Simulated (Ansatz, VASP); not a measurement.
NaC12 in VASP and in Ansatz

```xyz
13
Lattice="4.2924 0.0000 0.0000 -2.1462 3.7173 0.0000 0.0000 0.0000 7.8005" Properties=species:S:1:pos:R:3 pbc="T T T"
Na    0.0000    0.0000    0.0000
C     1.4311    0.0000    5.5511
C    -0.7156    1.2394    5.5511
C     1.4306    2.4779    5.5511
C     2.8613    0.0000    5.5511
C     0.7156    1.2394    5.5511
C    -1.4306    2.4779    5.5511
C     2.8613    0.0000    2.2494
C     0.7156    1.2394    2.2494
C    -1.4306    2.4779    2.2494
C     1.4311    0.0000    2.2494
C    -0.7156    1.2394    2.2494
C     1.4306    2.4779    2.2494
```

Alike in both runs: functional PBE; dispersion D3(BJ); k mesh 12 × 12 × 6; occupations gaussian, width 0.1 eV; no spin polarisation.

Ansatz relaxed the structure, and its values are those at the end. VASP's run is a single point on that final structure, the one shown.

|  | VASP | Ansatz |
| --- | --- | --- |
| version | VASP 6.6.1 | Ansatz 0.2.0 |
| potentials or method | VASP PAW PBE potentials, release 64 (Na_pv, C), cutoff 520 eV | scalar-relativistic, plane waves, PAW |
| valence electrons in the cell | 55 | 57 |

```tsv
	VASP	Ansatz	Ansatz less VASP
gap on the k mesh at the Fermi level (eV)	none	none	-
pressure (GPa)	0.4	0.0	-0.37
```

A gap of «none» marks a metal or a gap that the smearing closes. VASP's potentials hold 55 valence electrons a cell and Ansatz's 57, so a difference there can come from the potentials and not from the codes.
